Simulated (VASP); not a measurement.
# Ga2FeN2 (P4/mmm) in VASP: single point with PBE

Aim: the single point of Ga2FeN2 with PBE.

All numbers are computed with VASP 6.6.1; they aren't measurements. Logs are shortened: lines on timing, memory, paths and dates and some standing lists are left out, and cuts for length are marked.

### Step 1. The cell of the first run

The structure is tetragonal, space group P4/mmm (No. 123). Conventional cell: a = 4.739 Å, b = 4.739 Å, c = 4.803 Å, α = 90.00°, β = 90.00°, γ = 90.00°. Within 3.1 Å of Ga (site symmetry mmm) lie 2 Fe at 2.37 Å and 4 N at 2.99 Å. Within 2.4 Å of Fe (site symmetry 4/mmm) lie 2 N at 1.83 Å and 4 Ga at 2.37 Å. Within 1.5 Å of N (site symmetry 4mm) lie 1 N at 1.15 Å.

### Step 2. Single point, PBE (21.57 Å³/atom)

INCAR

```
SYSTEM = Ga2FeN2
ALGO     = Normal         ! electronic algorithm
EDIFF    = 1E-6           ! SCF threshold, eV
ENCUT    = 1330           ! plane-wave cutoff, eV
GGA      = PE             ! functional
GGA_COMPAT= .FALSE.      
ISIF     = 2              ! what is computed and relaxed
ISMEAR   = 0              ! smearing method
LASPH    = .TRUE.         ! aspherical terms in the spheres
LCHARG   = .TRUE.         ! write CHGCAR
LELF     = .TRUE.         ! ELF
LREAL    = .FALSE.        ! projectors in reciprocal space
LVHAR    = .TRUE.       
LWAVE    = .FALSE.        ! write WAVECAR
NBANDS   = 34             ! bands
NELM     = 120            ! most SCF steps
PREC     = Accurate       ! precision mode
SIGMA    = 0.1            ! smearing width, eV
```

KPOINTS

```
k-points
0
G
  8 8 6
  0 0 0
```

POSCAR

```
Ga2FeN2
1.0
    4.7391868093      0.0000000000      0.0000000000
    0.0000000000      4.7391868093      0.0000000000
    0.0000000000      0.0000000000      4.8029907304
Ga Fe N
2 1 2
Direct
    0.0000000000      0.5000000000      0.5000000000
    0.5000000000      0.0000000000      0.5000000000
    0.0000000000      0.0000000000      0.5000000000
    0.0000000000      0.0000000000      0.8800874608
    0.0000000000      0.0000000000      0.1199125392
```

Potentials or basis: VASP PAW PBE potentials, release 64 (Ga_d, Fe_sv, N_h).

Command:

```console
$ cat potpaw_PBE.64/Ga_d/POTCAR potpaw_PBE.64/Fe_sv/POTCAR potpaw_PBE.64/N_h/POTCAR > POTCAR
$ mpirun -np 1 vasp_std > vasp.out
```

OUTCAR:

```text
SYSTEM = Ga2FeN2
   EDIFF = 1E-6
   ENCUT = 1330
   GGA = PE
   ISIF = 2
   ISMEAR = 0
   LASPH = .TRUE.
   LREAL = .FALSE.
   NELM = 120
   PREC = Accurate

 ion  position               nearest neighbor table
   1  0.000  0.500  0.500-   3 2.37   3 2.37
   2  0.500  0.000  0.500-   3 2.37   3 2.37
   3  0.000  0.000  0.500-   4 1.83   5 1.83   1 2.37   2 2.37   1 2.37   2 2.37
   4  0.000  0.000  0.880-   5 1.15   3 1.83
   5  0.000  0.000  0.120-   4 1.15   3 1.83

  LATTYP: Found a simple tetragonal cell.
 ALAT       =     4.7391868093
 C/A-ratio  =     1.0134630526

  Lattice vectors:

 A1 = (   4.7391868093,   0.0000000000,   0.0000000000)
 A2 = (   0.0000000000,   4.7391868093,   0.0000000000)
 A3 = (   0.0000000000,   0.0000000000,   4.8029907304)

Analysis of symmetry for initial positions (statically):
=====================================================================
 Subroutine PRICEL returns:
 Original cell was already a primitive cell.

 Routine SETGRP: Setting up the symmetry group for a
 simple tetragonal supercell.

 Subroutine GETGRP returns: Found 16 space group operations
 (whereof 16 operations were pure point group operations)
 out of a pool of 16 trial point group operations.

The static configuration has the point symmetry D_4h.

Analysis of symmetry for dynamics (positions and initial velocities):
=====================================================================
 Subroutine PRICEL returns:
 Original cell was already a primitive cell.

 Routine SETGRP: Setting up the symmetry group for a
 simple tetragonal supercell.

 Subroutine GETGRP returns: Found 16 space group operations
 (whereof 16 operations were pure point group operations)
 out of a pool of 16 trial point group operations.

The dynamic configuration has the point symmetry D_4h.

 Subroutine INISYM returns: Found 16 space group operations
 (whereof 16 operations are pure point group operations),
 and found     1 'primitive' translations

----------------------------------------------------------------------------------------

                                     Primitive cell

  volume of cell :     107.8747

  direct lattice vectors                    reciprocal lattice vectors
     4.739186809  0.000000000  0.000000000     0.211006664  0.000000000  0.000000000
     0.000000000  4.739186809  0.000000000     0.000000000  0.211006664  0.000000000
     0.000000000  0.000000000  4.802990730     0.000000000  0.000000000  0.208203608

  length of vectors
     4.739186809  4.739186809  4.802990730     0.211006664  0.211006664  0.208203608

  position of ions in fractional coordinates (direct lattice)
     0.000000000  0.500000000  0.500000000
     0.500000000  0.000000000  0.500000000
     0.000000000  0.000000000  0.500000000
     0.000000000  0.000000000  0.880087461
     0.000000000  0.000000000  0.119912539

  ion indices of the primitive-cell ions
   primitive index   ion index
                 1           1
                 2           2
                 3           3
                 4           4
                 5           5

----------------------------------------------------------------------------------------

 KPOINTS: k-points

Automatic generation of k-mesh.
 Grid dimensions read from file:
 generate k-points for:    8    8    6

 Generating k-lattice:

  Cartesian coordinates                     Fractional coordinates (reciprocal lattice)
     0.026375833  0.000000000  0.000000000     0.125000000  0.000000000  0.000000000
     0.000000000  0.026375833  0.000000000     0.000000000  0.125000000  0.000000000
     0.000000000  0.000000000  0.034700601     0.000000000  0.000000000  0.166666667

  Length of vectors
     0.026375833  0.026375833  0.034700601

  Shift w.r.t. Gamma in fractional coordinates (k-lattice)
     0.000000000  0.000000000  0.000000000

 Subroutine IBZKPT returns following result:
 ===========================================

 Found     60 irreducible k-points:

 Following reciprocal coordinates:
            Coordinates               Weight
  0.000000  0.000000  0.000000      1.000000
  0.125000  0.000000  0.000000      4.000000
  0.250000  0.000000  0.000000      4.000000
  0.375000  0.000000  0.000000      4.000000
  0.500000  0.000000  0.000000      2.000000
  0.125000  0.125000  0.000000      4.000000
[... 16 lines left out ...]
  0.375000  0.125000  0.166667     16.000000
  0.500000  0.125000  0.166667      8.000000
 [... further k-points ...]
   k-points           NKPTS =     60   k-points in BZ     NKDIM =     60   number of bands    NBANDS=     34
   number of dos      NEDOS =    301   number of ions     NIONS =      5
   total plane-waves  NPLWV = 188160
   dimension x,y,z NGX =    56 NGY =   56 NGZ =   60
   dimension x,y,z NGXF=   112 NGYF=  112 NGZF=  120
   ions per type =               2   1   2
   NGX,Y,Z   is equivalent  to a cutoff of  19.64, 19.64, 20.77 a.u.
   NGXF,Y,Z  is equivalent  to a cutoff of  39.29, 39.29, 41.54 a.u.
 SYSTEM =  Ga2FeN2
   PREC   = accura    normal or accurate (medium, high low for compatibility)
   ISTART =      0    job   : 0-new  1-cont  2-samecut
   ICHARG =      2    charge: 1-file 2-atom 10-const
   ISPIN  =      1    spin polarized calculation?
   LNONCOLLINEAR =      F non collinear calculations
   LSORBIT =      F    spin-orbit coupling
   LASPH  =      T    aspherical Exc in radial PAW
   ENCUT  = 1330.0 eV  97.75 Ry    9.89 a.u.  14.09 14.09 14.28*2*pi/ulx,y,z
   NELM   =    120;   NELMIN=  2; NELMDL= -5     # of ELM steps
   EDIFF  = 0.1E-05   stopping-criterion for ELM
   LREAL  =      F    real-space projection
   EDIFFG = 0.1E-04   stopping-criterion for IOM
   NSW    =      0    number of steps for IOM
   IBRION =     -1    ionic relax: 0-MD 1-quasi-New 2-CG
   NFREE  =      0    steps in history (QN), initial steepest desc. (CG)
   ISIF   =      2    stress and relaxation
   ISYM   =      2    0-nonsym 1-usesym 2-fastsym
   POTIM  = 0.5000    time-step for ionic-motion
   TEBEG  =    0.0;   TEEND  =   0.0 temperature during run
   PSTRESS=    0.0 pullay stress
   NELECT =      52.0000    total number of electrons
   NUPDOWN=      -1.0000    fix difference up-down
   EMIN   =  10.00;   EMAX   =-10.00  energy-range for DOS
   EFERMI =   0.00;   METHOD = LEGACY
   ISMEAR =     0;   SIGMA  =   0.10  broadening in eV -4-tet -1-fermi 0-gaus
   EFERMI_NEDOS =   21; number of points for ismear=-14 and -15
   IALGO  =     38    algorithm
   IMIX   =      4    mixing-type and parameters
     AMIX     =   0.40;   BMIX     =  1.00
     AMIX_MAG =   1.60;   BMIX_MAG =  1.00
  volume/ion in A,a.u.               =      21.57       145.59
  Fermi-wavevector in a.u.,A,eV,Ry     =   1.283619  2.425688 22.418017  1.647678
  Thomas-Fermi vector in A             =   2.415861
   LORBIT       =      0    0 simple, 1 ext, 2 COOP (PROOUT), +10 PAW based schemes
   GGA     = PE    functional components
   LHFCALC =     F    Hartree Fock is set to
   AEXX    =    0.0000 exact exchange contribution
   IVDW    =     0    specifies the selected vdW correction
   LEPSILON=     F    determine dielectric tensor
   LRPA    =     F    only Hartree local field effects (RPA)
 non-spin polarized calculation
 Gauss-broadening in eV      SIGMA  =   0.10
  energy-cutoff  :     1330.00
  volume of cell :      107.87
 maximum number of plane-waves:     11920
   NGX = 29   NGY = 29   NGZ = 29

 number of electron      52.0000000 magnetization

 Free energy of the ion-electron system (eV)
  ---------------------------------------------------
  ext. energy  EPLUGINS =         0.00000000
  ---------------------------------------------------
  free energy    TOTEN  =       -30.57387859 eV

  energy without entropy =      -30.57049341  energy(sigma->0) =      -30.57218600

 E-fermi :   3.3440     XC(G=0):  -8.3447

 val. band max:        3.2652757895   @ k =   0.2500   0.0000   0.1667
 cond. band min:       3.3512411204   @ k =   0.2500   0.0000   0.5000
 fundamental gap:      0.0859653309
 Fermi energy:         3.3440237272

 k-point     1 :       0.0000    0.0000    0.0000
  band No.  band energies     occupation
      1     -84.0175      2.00000
      2     -50.5159      2.00000
      3     -49.9185      2.00000
      4     -49.9185      2.00000
      5     -20.2066      2.00000
      6     -12.0457      2.00000
[... 26 lines left out ...]
     33       6.9030      0.00000
     34       8.0377      0.00000

 k-point     2 :       0.1250    0.0000    0.0000
  band No.  band energies     occupation
      1     -84.0175      2.00000
      2     -50.5159      2.00000
      3     -49.9186      2.00000
      4     -49.9185      2.00000
      5     -20.2061      2.00000
      6     -12.0431      2.00000
[... 26 lines left out ...]
     33       6.9831      0.00000
     34       7.6772      0.00000

 k-point     3 :       0.2500    0.0000    0.0000
  band No.  band energies     occupation
      1     -84.0175      2.00000
      2     -50.5159      2.00000
      3     -49.9187      2.00000
      4     -49.9185      2.00000
      5     -20.2049      2.00000
      6     -12.0361      2.00000
[... 26 lines left out ...]
     33       7.1257      0.00000
     34       7.2295      0.00000

 k-point     4 :       0.3750    0.0000    0.0000
  band No.  band energies     occupation
      1     -84.0176      2.00000
      2     -50.5159      2.00000
      3     -49.9188      2.00000
      4     -49.9185      2.00000
      5     -20.2037      2.00000
      6     -12.0265      2.00000
[... 26 lines left out ...]
     33       7.2564      0.00000
     34       7.7120      0.00000

 k-point     5 :       0.5000    0.0000    0.0000
  band No.  band energies     occupation
      1     -84.0176      2.00000
      2     -50.5159      2.00000
      3     -49.9189      2.00000
      4     -49.9185      2.00000
      5     -20.2032      2.00000
      6     -12.0166      2.00000
[... 621 lines left out ...]
 k-point    22 :       0.2500    0.1250    0.1667
  band No.  band energies     occupation
      1     -84.0175      2.00000
      2     -50.5159      2.00000
      3     -49.9187      2.00000
      4     -49.9186      2.00000
      5     -20.1933      2.00000
      6     -12.0344      2.00000
[... 26 lines left out ...]
     33       6.7093      0.00000
     34       8.3732      0.00000

 k-point    23 :       0.3750    0.1250    0.1667
  band No.  band energies     occupation
      1     -84.0176      2.00000
      2     -50.5159      2.00000
      3     -49.9188      2.00000
      4     -49.9186      2.00000
      5     -20.1922      2.00000
      6     -12.0258      2.00000
[... 26 lines left out ...]
     33       6.8624      0.00000
     34       8.1882      0.00000

 k-point    24 :       0.5000    0.1250    0.1667
  band No.  band energies     occupation
      1     -84.0176      2.00000
      2     -50.5159      2.00000
      3     -49.9189      2.00000
      4     -49.9186      2.00000
      5     -20.1917      2.00000
      6     -12.0166      2.00000
[... 26 lines left out ...]
     33       6.8052      0.00000
     34       8.1621      0.00000

 [... further k-points ...]
[... 5 lines left out ...]
  --------------------------------------------------------------------------------------
  -------------------------------------------------------------------------------------
  Total       -1.0687813     -1.0687813     -1.2197654      0.0000000     -0.0000000      0.0000000
  in kB      -15.8737682    -15.8737682    -18.1162157      0.0000000     -0.0000000      0.0000000
  external PRESSURE =     -16.6212507 kB  Pullay stress =       0.0000000 kB

 VOLUME and BASIS-vectors are now :
 -----------------------------------------------------------------------------
  energy-cutoff  :     1330.00
  volume of cell :      107.87
      direct lattice vectors                 reciprocal lattice vectors
     4.739186809  0.000000000  0.000000000     0.211006664  0.000000000  0.000000000
     0.000000000  4.739186809  0.000000000     0.000000000  0.211006664  0.000000000
     0.000000000  0.000000000  4.802990730     0.000000000  0.000000000  0.208203608

 POSITION                                       TOTAL-FORCE (eV/Angst)
 -----------------------------------------------------------------------------------
      0.00000      2.36959      2.40150         0.000000      0.000000      0.000000
      2.36959      0.00000      2.40150         0.000000      0.000000      0.000000
      0.00000      0.00000      2.40150         0.000000      0.000000      0.000000
      0.00000      0.00000      4.22705         0.000000      0.000000     -0.091409
      0.00000      0.00000      0.57594        -0.000000     -0.000000      0.091409
 -----------------------------------------------------------------------------------
    total drift:                                0.000000      0.000000     -0.000000

  FREE ENERGIE OF THE ION-ELECTRON SYSTEM (eV)
  ---------------------------------------------------
  free  energy   TOTEN  =       -30.5738785948 eV

  energy  without entropy=      -30.5704934117  energy(sigma->0) =      -30.57218600
```

It took 15 min on 1 thread of Intel Xeon Platinum 8488C (Sapphire Rapids), shared host; peak memory 1.1 GiB.

What came out:

- Free energy: -30.5739 eV
- Pressure: -1.7 GPa
- Largest force: 0.091 eV/Å
- Band gap on the k mesh: zero (bands 26 and 27 overlap by 1.30 eV)

Forces on the atoms (eV/Å):
```
Ga   0.000  0.000  0.000
Ga   0.000  0.000  0.000
Fe   0.000  0.000  0.000
N    0.000  0.000 -0.091
N    0.000  0.000  0.091
```

Caveat: the run has no spin polarisation, though such a crystal can be magnetic. Spin polarisation is off, so any magnetic state and its effect on volume and gap are missing.

The gap in the log of VASP goes by the Fermi energy; the results here count the filled bands.